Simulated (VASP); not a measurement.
Set up this calculation in VASP 6.6.1, as the native input.

- Task: electric field gradients
- Functional: PBE
- Potentials or basis: VASP PAW PBE potentials, release 64 (Rh_pv)
- Cutoff: 520 eV
- k mesh: 16 × 16 × 16
- Occupations: fermi-dirac, width 0.08 eV
- Spin: no spin polarisation
- Dipole correction: no
- Further INCAR settings: ALGO = Normal; EDIFF = 1e-08; NBANDS = 14

The structure of Rh lies in POSCAR:

```
Rh
1.0
    0.0000000000      1.8635190000      1.9015500000
    1.8635190000      0.0000000000      1.9015500000
    1.8635190000      1.8635190000      0.0000000000
Rh
1
Direct
    0.0000000000      0.0000000000      0.0000000000
```

This cell differs from its parent crystal: equal xx and yy strain of -2 %.

One way to write it, as run:

INCAR

```
ALGO     = Normal         # electronic algorithm
EDIFF    = 1E-8           # SCF threshold, eV
ENCUT    = 520            # plane-wave cutoff, eV
GGA      = PE             # functional
ISIF     = 2              # what is computed and relaxed
ISMEAR   = -1             # smearing method
LASPH    = True           # aspherical terms in the spheres
LCHARG   = False          # write CHGCAR
LEFG     = True         
LREAL    = False          # projectors in reciprocal space
LWAVE    = False          # write WAVECAR
NBANDS   = 14             # bands
NELM     = 60             # most SCF steps
PREC     = Accurate       # precision mode
SIGMA    = 0.08           # smearing width, eV
```

KPOINTS

```
k-points
0
Gamma
  16 16 16
```

Potentials or basis: VASP PAW PBE potentials, release 64 (Rh_pv).

Command:

```bash
$ cat potpaw_PBE.64/Rh_pv/POTCAR > POTCAR
$ mpirun -np 1 vasp_std > vasp.out
```

It gave:

```
Pressure : 19.0 GPa
```

Caveat: the cell differs from its parent crystal (equal xx and yy strain of -2 %); without QUAD_EFG the Cq values of the log hold for a quadrupole moment of 1 mb, not for the nuclei.

It took 38 s on 1 thread of Intel Xeon 6975P-C, on a shared host, peak memory 0.17 GiB.
